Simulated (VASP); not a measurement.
# BeTe (F-43m) in VASP: further runs

BeTe is run at these levels: PBE, HSE06, PBE-based screened hybrid; tasks: single point.

Everything below comes from runs of VASP 6.6.1. Logs are shortened: lines on timing, memory, paths and dates and some standing lists are left out, and cuts for length are marked.

## (1) The cell of the first run

It takes space group F-43m (No. 216, cubic). Conventional cell: a = 5.657 Å, b = 5.657 Å, c = 5.657 Å, α = 90.00°, β = 90.00°, γ = 90.00°. Be (site symmetry -43m) has 4 Te at 2.45 Å within 3.2 Å. Within 3.2 Å of Te (site symmetry -43m) lie 4 Be at 2.45 Å.

## (2) Single point, PBE

INCAR reads:

```
PREC     = Accurate       # precision mode
ENCUT    = 520            # plane-wave cutoff, eV
EDIFF    = 1E-6           # SCF threshold, eV
ISMEAR   = 0              # smearing method
SIGMA    = 0.01           # smearing width, eV
LREAL    = False          # projectors in reciprocal space
LASPH    = True           # aspherical terms in the spheres
NELM     = 80             # most SCF steps
ALGO     = Normal         # electronic algorithm
ISIF     = 2              # what is computed and relaxed
LWAVE    = False          # write WAVECAR
LCHARG   = False          # write CHGCAR
GGA      = PE             # functional
NBANDS   = 11             # bands
```

KPOINTS reads:

```
regular mesh
0
Gamma
  6 6 6
```

POSCAR reads:

```
BeTe
1.0
    0.0000000000      2.8286228801      2.8286228801
    2.8286228801      0.0000000000      2.8286228801
    2.8286228801      2.8286228801      0.0000000000
Be Te
1 1
Direct
    0.0000000000      0.0000000000      0.0000000000
    0.2500000000      0.2500000000      0.2500000000
```

Potentials or basis: VASP PAW PBE potentials, release 64 (Be, Te).

Launch:

```sh
$ cat potpaw_PBE.64/Be/POTCAR potpaw_PBE.64/Te/POTCAR > POTCAR
$ mpirun -np 1 vasp_std > vasp.out
```

OUTCAR:

```text
PREC = Accurate
   ENCUT = 520
   EDIFF = 1E-6
   ISMEAR = 0
   LREAL = False
   LASPH = True
   NELM = 80
   ISIF = 2
   GGA = PE

 ion  position               nearest neighbor table
   1  0.000  0.000  0.000-   2 2.45   2 2.45   2 2.45   2 2.45
   2  0.250  0.250  0.250-   1 2.45   1 2.45   1 2.45   1 2.45

  LATTYP: Found a face centered cubic cell.
 ALAT       =     5.6572457602

  Lattice vectors:

 A1 = (   0.0000000000,   2.8286228801,   2.8286228801)
 A2 = (   2.8286228801,   0.0000000000,   2.8286228801)
 A3 = (   2.8286228801,   2.8286228801,   0.0000000000)

Analysis of symmetry for initial positions (statically):
=====================================================================
 Subroutine PRICEL returns:
 Original cell was already a primitive cell.

 Routine SETGRP: Setting up the symmetry group for a
 face centered cubic supercell.

 Subroutine GETGRP returns: Found 24 space group operations
 (whereof 24 operations were pure point group operations)
 out of a pool of 48 trial point group operations.

The static configuration has the point symmetry T_d .

Analysis of symmetry for dynamics (positions and initial velocities):
=====================================================================
 Subroutine PRICEL returns:
 Original cell was already a primitive cell.

 Routine SETGRP: Setting up the symmetry group for a
 face centered cubic supercell.

 Subroutine GETGRP returns: Found 24 space group operations
 (whereof 24 operations were pure point group operations)
 out of a pool of 48 trial point group operations.

The dynamic configuration has the point symmetry T_d .

 Subroutine INISYM returns: Found 24 space group operations
 (whereof 24 operations are pure point group operations),
 and found     1 'primitive' translations

----------------------------------------------------------------------------------------

                                     Primitive cell

  volume of cell :      45.2642

  direct lattice vectors                    reciprocal lattice vectors
     0.000000000  2.828622880  2.828622880    -0.176764461  0.176764461  0.176764461
     2.828622880  0.000000000  2.828622880     0.176764461 -0.176764461  0.176764461
     2.828622880  2.828622880  0.000000000     0.176764461  0.176764461 -0.176764461

  length of vectors
     4.000276840  4.000276840  4.000276840     0.306165028  0.306165028  0.306165028

  position of ions in fractional coordinates (direct lattice)
     0.000000000  0.000000000  0.000000000
     0.250000000  0.250000000  0.250000000

[... 76 lines left out ...]
   TEBEG  =    0.0;   TEEND  =   0.0 temperature during run
   PSTRESS=    0.0 pullay stress
   NELECT =       8.0000    total number of electrons
   NUPDOWN=      -1.0000    fix difference up-down
   EMIN   =  10.00;   EMAX   =-10.00  energy-range for DOS
   EFERMI =   0.00;   METHOD = LEGACY
   ISMEAR =     0;   SIGMA  =   0.01  broadening in eV -4-tet -1-fermi 0-gaus
   EFERMI_NEDOS =   21; number of points for ismear=-14 and -15
   IALGO  =     38    algorithm
   IMIX   =      4    mixing-type and parameters
     AMIX     =   0.40;   BMIX     =  1.00
     AMIX_MAG =   1.60;   BMIX_MAG =  1.00
  volume/ion in A,a.u.               =      22.63       152.73
  Fermi-wavevector in a.u.,A,eV,Ry     =   0.918727  1.736142 11.484122  0.844059
  Thomas-Fermi vector in A             =   2.043841
   LORBIT       =      0    0 simple, 1 ext, 2 COOP (PROOUT), +10 PAW based schemes
   GGA     = PE    functional components
   LHFCALC =     F    Hartree Fock is set to
   AEXX    =    0.0000 exact exchange contribution
   IVDW    =     0    specifies the selected vdW correction
   LEPSILON=     F    determine dielectric tensor
   LRPA    =     F    only Hartree local field effects (RPA)
 non-spin polarized calculation
 Gauss-broadening in eV      SIGMA  =   0.01
  energy-cutoff  :      520.00
  volume of cell :       45.26
 maximum number of plane-waves:      1243
 NGX is ok and might be reduce to    30
   NGX = 15   NGY = 15   NGZ = 15

 number of electron       8.0000000 magnetization

 Free energy of the ion-electron system (eV)
  ---------------------------------------------------
  ext. energy  EPLUGINS =         0.00000000
  ---------------------------------------------------
  free energy    TOTEN  =        -7.61857842 eV

  energy without entropy =       -7.61857842  energy(sigma->0) =       -7.61857842

 E-fermi :   5.0678     XC(G=0):  -9.0015

 val. band max:        4.9493377456   @ k =   0.0000   0.0000   0.0000
 cond. band min:       6.9545097074   @ k =   0.5000   0.5000   0.0000
 fundamental gap:      2.0051719617
 Fermi energy:         5.0677545557

 k-point     1 :       0.0000    0.0000    0.0000
  band No.  band energies     occupation
      1      -7.2597      2.00000
      2       4.9493      2.00000
      3       4.9493      2.00000
      4       4.9493      2.00000
      5       8.5687      0.00000
      6       8.5687      0.00000
      7       8.5687      0.00000
      8       8.6728      0.00000
      9      13.2453      0.00000
     10      15.1649      0.00000
     11      15.1649      0.00000
[... 197 lines left out ...]
 k-point    16 :      -0.3333    0.5000    0.1667
  band No.  band energies     occupation
      1      -5.4452      2.00000
      2       0.2316      2.00000
      3       1.6276      2.00000
      4       1.9257      2.00000
      5       8.6684      0.00000
      6       9.2209      0.00000
      7      12.2403      0.00000
      8      12.5101      0.00000
      9      15.8016      0.00000
     10      16.6272      0.00000
     11      17.7271      0.00000

------------------------ aborting loop because EDIFF is reached ----------------------------------------

  FORCE on cell =-STRESS in cart. coord.  units (eV):
  Direction    XX          YY          ZZ          XY          YZ          ZX
  --------------------------------------------------------------------------------------
  -------------------------------------------------------------------------------------
  Total        0.1062765      0.1062765      0.1062765      0.0000000     -0.0000000      0.0000000
  in kB        3.7617737      3.7617737      3.7617737      0.0000000     -0.0000000      0.0000000
  external PRESSURE =       3.7617737 kB  Pullay stress =       0.0000000 kB

 VOLUME and BASIS-vectors are now :
 -----------------------------------------------------------------------------
  energy-cutoff  :      520.00
  volume of cell :       45.26
      direct lattice vectors                 reciprocal lattice vectors
     0.000000000  2.828622880  2.828622880    -0.176764461  0.176764461  0.176764461
     2.828622880  0.000000000  2.828622880     0.176764461 -0.176764461  0.176764461
     2.828622880  2.828622880  0.000000000     0.176764461  0.176764461 -0.176764461

 POSITION                                       TOTAL-FORCE (eV/Angst)
 -----------------------------------------------------------------------------------
      0.00000      0.00000      0.00000         0.000000      0.000000      0.000000
      1.41431      1.41431      1.41431        -0.000000     -0.000000     -0.000000
 -----------------------------------------------------------------------------------
    total drift:                                0.000000      0.000000      0.000000

  FREE ENERGIE OF THE ION-ELECTRON SYSTEM (eV)
  ---------------------------------------------------
  free  energy   TOTEN  =        -7.6185784223 eV

  energy  without entropy=       -7.6185784223  energy(sigma->0) =       -7.61857842
```

stdout:

```text
POSCAR found type information on POSCAR BeTe
 POSCAR found :  2 types and       2 ions
 scaLAPACK will be used
 LDA part: xc-table for (Slater+PW92), standard interpolation
 POSCAR, INCAR and KPOINTS ok, starting setup
 FFT: planning ... GRIDC
 FFT: planning ... GRID_SOFT
 FFT: planning ... GRID
 WAVECAR not read
 entering main loop
```

Run time: 11 s. Hardware: 1 thread of Intel Xeon Platinum 8488C (Sapphire Rapids), shared host; peak memory 0.17 GiB.

Results:

* Free energy: -7.6186 eV
* Pressure: 0.4 GPa
* Band gap on the k mesh: 2.01 eV, indirect (least direct gap 3.62 eV)

Caveat: spin-orbit coupling is left out, which moves the levels of the heavy elements.

## (3) Single point, HSE06

POSCAR is that of step 2.

INCAR.step1 reads:

```
  ALGO = Normal
  EDIFF = 1E-5
  ENCUT = 520
  GGA = PE
  ISIF = 2
  ISMEAR = 0
  LASPH = True
  LCHARG = False
  LREAL = False
  LWAVE = True
  NBANDS = 11
  NELM = 60
  PREC = Accurate
  SIGMA = 0.01
```

INCAR.step2 reads:

```
  ALGO = Normal
  EDIFF = 1E-7
  ENCUT = 520
  GGA = PE
  HFSCREEN = 0.2079
  ISIF = 2
  ISMEAR = 0
  ISTART = 1
  LASPH = True
  LCHARG = False
  LHFCALC = True
  LREAL = False
  LWAVE = False
  NBANDS = 11
  NELM = 60
  PREC = Accurate
  PRECFOCK = Normal
  SIGMA = 0.01
```

KPOINTS reads:

```
k-points
0
Gamma
  4 4 4
```

Potentials or basis: VASP PAW PBE potentials, release 64 (Be, Te).

Launch:

```sh
$ cat potpaw_PBE.64/Be/POTCAR potpaw_PBE.64/Te/POTCAR > POTCAR
$ cp INCAR.step1 INCAR
$ mpirun -np 1 vasp_std > vasp.out
$ cp INCAR.step2 INCAR
$ mpirun -np 1 vasp_std > vasp.out
```

Run time: 3.4 min. Hardware: 1 thread of Intel Xeon Platinum 8488C (Sapphire Rapids), shared host; peak memory 0.28 GiB.

The run converged. Its results:

| Item | Value |
| --- | --- |
| Free energy | -8.6840 eV |
| Pressure | -0.5 GPa |
| Band gap on the k mesh | 2.69 eV, indirect (least direct gap 4.49 eV) |

Levels at points of the mesh, in eV from the valence-band top:
```tsv
k point	band 1	band 2	band 3	band 4	band 5	band 6	band 7	band 8	band 9
(0.00, 0.00, 0.00)	-13.34	0.00	0.00	0.00	4.49	4.49	4.49	4.52	9.36
(0.50, 0.00, 0.00)	-11.86	-6.00	-1.20	-1.20	3.81	5.49	5.49	8.85	12.06
(0.50, 0.50, 0.00)	-11.31	-5.57	-2.82	-2.82	2.69	3.41	10.99	10.99	12.79
```

Caveat: the k points lie up to 0.48 Å⁻¹ apart; the PAW data sets were made with another functional, which shifts forces and pressure a little; spin-orbit coupling is left out, which moves the levels of the heavy elements. A k mesh can miss the band edges.

## (4) Single point, PBE-based screened hybrid

POSCAR is that of step 3.

INCAR.step1 reads:

```
  PREC = Accurate
  ENCUT = 520
  EDIFF = 1E-5
  ISMEAR = 0
  SIGMA = 0.01
  LREAL = F
  LASPH = T
  NELM = 100
  ALGO = Normal
  ISIF = 2
  LWAVE = T
  NBANDS = 11
  GGA = PE
```

INCAR.step2 reads:

```
  PREC = Accurate
  ENCUT = 520
  EDIFF = 1E-6
  ISMEAR = 0
  SIGMA = 0.01
  LREAL = F
  LASPH = T
  NELM = 100
  ALGO = Normal
  ISIF = 2
  LWAVE = F
  LCHARG = T
  GGA = PE
  LHFCALC = T
  AEXX = 0.2
  HFSCREEN = 0.3
  PRECFOCK = Normal
  LELF = T
  LVHAR = T
  NBANDS = 11
  ISTART = 1
```

KPOINTS reads:

```
regular mesh
0
Gamma
  4 4 4
```

Launch:

```sh
$ cat potpaw_PBE.64/Be/POTCAR potpaw_PBE.64/Te/POTCAR > POTCAR
$ cp INCAR.step1 INCAR
$ mpirun -np 1 vasp_std > vasp.out
$ cp INCAR.step2 INCAR
$ mpirun -np 1 vasp_std > vasp.out
```

Run time: 2.9 min. Hardware: 1 thread of Intel Xeon Platinum 8488C (Sapphire Rapids), shared host; peak memory 0.28 GiB.

Results (log left out):

```
Free energy            : -8.2683 eV
Pressure               : -0.2 GPa
Band gap on the k mesh : 2.41 eV, indirect (least direct gap 4.16 eV)
```

Levels at points of the mesh, in eV from the valence-band top:
```csv
k point,band 1,band 2,band 3,band 4,band 5,band 6,band 7,band 8
"(0.00, 0.00, 0.00)",-13.03,0.00,0.00,0.00,4.16,4.16,4.16,4.21
"(0.50, 0.00, 0.00)",-11.59,-5.82,-1.17,-1.17,3.50,5.14,5.14,8.47
"(0.50, 0.50, 0.00)",-11.06,-5.40,-2.75,-2.75,2.41,3.11,10.51,10.51
```

Caveat: the k points lie up to 0.48 Å⁻¹ apart; the PAW data sets were made with another functional, which shifts forces and pressure a little; spin-orbit coupling is left out, which moves the levels of the heavy elements.

## (5) The runs side by side

```csv
level,k mesh,grid for exact exchange (PRECFOCK),screening parameter,share of exact exchange,gap on the mesh (eV),pressure (GPa)
PBE,6 × 6 × 6,-,-,-,2.01,0.4
HSE06,4 × 4 × 4,Normal,0.2079 1/Å,-,2.69,-0.5
PBE-based screened hybrid,4 × 4 × 4,Normal,0.3 1/Å,0.2,2.41,-0.2
```

Alike in all rows: task single point; potentials or basis VASP PAW PBE potentials, release 64 (Be, Te); no spin polarisation; cell as given; cutoff (eV) 520; smearing gaussian 0.01 eV.

Caveats: some runs use coarse meshes; spin-orbit coupling is left out, which moves the levels of the heavy elements; the PAW data sets were made with another functional, which shifts forces and pressure a little (some runs).

Total energies depend on the potentials used, so only differences within one code and one set of settings carry meaning.
